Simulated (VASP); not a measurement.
Set up this calculation in VASP 6.6.1, as the native input.

```
Task                   : relaxation of cell and atoms
Functional             : PBE
Potentials or basis    : VASP PAW PBE potentials, release 64 (W_sv, Au)
Cutoff                 : 600 eV
k mesh                 : 16 × 16 × 16
Occupations            : gaussian, width 0.1 eV
Spin                   : no spin polarisation
Dipole correction      : no
Further INCAR settings : ALGO = Normal; EDIFF = 1e-07; IBRION = 2; EDIFFG = -0.01; NSW = 100; ISIF = 3
```

The structure of WAu lies in POSCAR:

```
WAu
1.0
    0.0000000000      2.9087199813      2.9087199813
    2.9087199813      0.0000000000      2.9087199813
    2.9087199813      2.9087199813      0.0000000000
W Au
1 1
Direct
    0.0000000000      0.0000000000      0.0000000000
    0.2500000000      0.2500000000      0.2500000000
```

One way to write it, as run:

INCAR

```
PREC     = Accurate       # precision mode
ENCUT    = 600            # plane-wave cutoff, eV
EDIFF    = 1E-7           # SCF threshold, eV
ISMEAR   = 0              # smearing method
SIGMA    = 0.1            # smearing width, eV
LREAL    = F              # projectors in reciprocal space
LASPH    = T              # aspherical terms in the spheres
NELM     = 100            # most SCF steps
ALGO     = Normal         # electronic algorithm
ISIF     = 3              # what is computed and relaxed
LWAVE    = F              # write WAVECAR
LCHARG   = F              # write CHGCAR
GGA      = PE             # functional
IBRION   = 2              # ionic algorithm
NSW      = 100            # ionic steps
EDIFFG   = -0.01          # ionic threshold
```

KPOINTS

```
Automatic mesh
0
Gamma
  16 16 16
```

Potentials or basis: VASP PAW PBE potentials, release 64 (W_sv, Au).

Launch:

```bash
$ cat potpaw_PBE.64/W_sv/POTCAR potpaw_PBE.64/Au/POTCAR > POTCAR
$ mpirun -np 1 vasp_std > vasp.out
```

Results of the run:

```
Relaxed volume                         : 24.64 Å³/atom
Relaxed cell                           : a = 4.115 Å, b = 4.115 Å, c = 4.115 Å, α = 60.00°, β = 60.00°, γ = 60.00°
Space group after relaxing (to 0.05 Å) : F-43m (No. 216)
Energy gained by relaxing              : 0.0 meV/atom
Ionic steps                            : 3
Pressure after relaxing                : 0.0 GPa
```

It took 4.5 min on 1 thread of AMD EPYC 7R43 64-Core Processor (Zen 3) (shared host), peak memory 0.29 GiB.
